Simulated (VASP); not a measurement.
KF:

```
K F
1.0
     0.00000    3.05605    2.66715
     3.05605    0.00000    2.66715
     3.05605    3.05605    0.00000
K F
1 1
Direct
  0.00000 0.00000 0.00000
  0.25000 0.25000 0.25000
```

This cell differs from its parent crystal: epitaxial xy strain +4.1%.

Base run:

| Item | Value |
| --- | --- |
| Program | VASP 6.6.1 |
| Functional | PBE |
| Potentials or basis | VASP PAW PBE potentials, release 64 (K_sv, F) |
| Cutoff | 520 eV |
| k mesh | 8 × 8 × 8 |
| Occupations | fermi-dirac, width 0.02 eV |
| Spin | no spin polarisation |

Its results: band gap on the k mesh 5.17 eV (least direct gap 5.38 eV); pressure 1.1 GPa.

The run is repeated on the same cell with these changes: functional from PBE to r2SCAN; occupations from fermi-dirac, width 0.02 eV to gaussian, width 0.01 eV. What comes out?

Band gap on the k mesh 5.76 eV (least direct gap 5.97 eV); pressure 0.1 GPa.

Caveats: the structure was generated, so it needn't be the stable form of KF; the PAW data sets were made with another functional, which shifts forces and pressure a little (at least some runs).

A k mesh can miss the band edges.
